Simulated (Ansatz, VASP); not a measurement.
NaLiCl2 in VASP and in Ansatz

Contents of POSCAR:

```
NaLiCl2
1.0
    1.9286975114      1.1135340274      6.3701744164
   -1.9286975114      1.1135340274      6.3701744164
    0.0000000000     -2.2270680548      6.3701744164
Li Na Cl
1 1 2
Direct
    1.0000000000      0.0000000000      0.0000000000
    0.5000000000      0.5000000000      0.5000000000
    0.2566860802      0.2566860802      0.2566860802
    0.7433139198      0.7433139198      0.7433139198
```

INCAR.step1

```
SYSTEM = NaLiCl2
  ALGO = Normal
  EDIFF = 1E-4
  ENCUT = 520
  GGA = PE
  ISMEAR = 0
  LASPH = .True.
  LCHARG = .False.
  LREAL = .False.
  LWAVE = .True.
  NBANDS = 20
  NELM = 60
  PREC = Accurate
  SIGMA = 0.01
```

INCAR.step2

```
SYSTEM = NaLiCl2
  ALGO = Normal
  EDIFF = 1E-7
  ENCUT = 520
  ISIF = 2
  ISMEAR = 0
  ISTART = 1
  LASPH = .True.
  LCHARG = .False.
  LMIXTAU = .True.
  LREAL = .False.
  LWAVE = .False.
  METAGGA = R2SCAN
  NBANDS = 20
  NELM = 60
  PREC = Accurate
  SIGMA = 0.01
```

File KPOINTS:

```
k-points
0
Gamma
  6 6 6
  0 0 0
```

Input for Ansatz:

```yaml
crystal:
  lattice:
    - [1.9286975114, 1.1135340274, 6.3701744164]
    - [-1.9286975114, 1.1135340274, 6.3701744164]
    - [0.0, -2.2270680548, 6.3701744164]
  atoms:
    - { symbol: Li, position: [1.0, 0.0, 0.0] }
    - { symbol: Na, position: [0.5, 0.5, 0.5] }
    - { symbol: Cl, position: [0.2566860802, 0.2566860802, 0.2566860802] }
    - { symbol: Cl, position: [0.7433139198, 0.7433139198, 0.7433139198] }
kpoints:
  mp_grid: { grid: [6, 6, 6] }
hamiltonian:
  xc: r2scan
scf:
  occupations: { method: fixed }
  n_extra_bands: 5
output:
  forces: true
  stress: true
  eigenvalues: true
```

Alike in both runs: task single point; functional r2SCAN; k mesh 6 × 6 × 6; no spin polarisation.

```csv
,VASP,Ansatz
version,VASP 6.6.1,Ansatz 0.2.0
potentials or method,"VASP PAW PBE potentials, release 64 (Li_sv, Na_pv, Cl)","plane waves, PAW"
plane-wave cutoff (eV),520,500
occupations,"gaussian, width 0.01 eV",fixed
valence electrons in the cell,24,26
```

VASP gave:

- gap on the k mesh at the Fermi level (eV): 6.20
- rms of the force components (eV/Å): 0.007

Task: Estimate Ansatz's values.

Result: gap on the k mesh at the Fermi level (eV): 6.15; rms of the force components (eV/Å): 0.008.

VASP's potentials were made for PBE, not for r2SCAN. Atom by atom the forces differ by 0.001 eV/Å (rms over components). VASP's potentials hold 24 valence electrons a cell and Ansatz's 26, so a difference there can come from the potentials and not from the codes.

Noted on VASP's run: the cutoff is short for stress, so the pressure is rough.
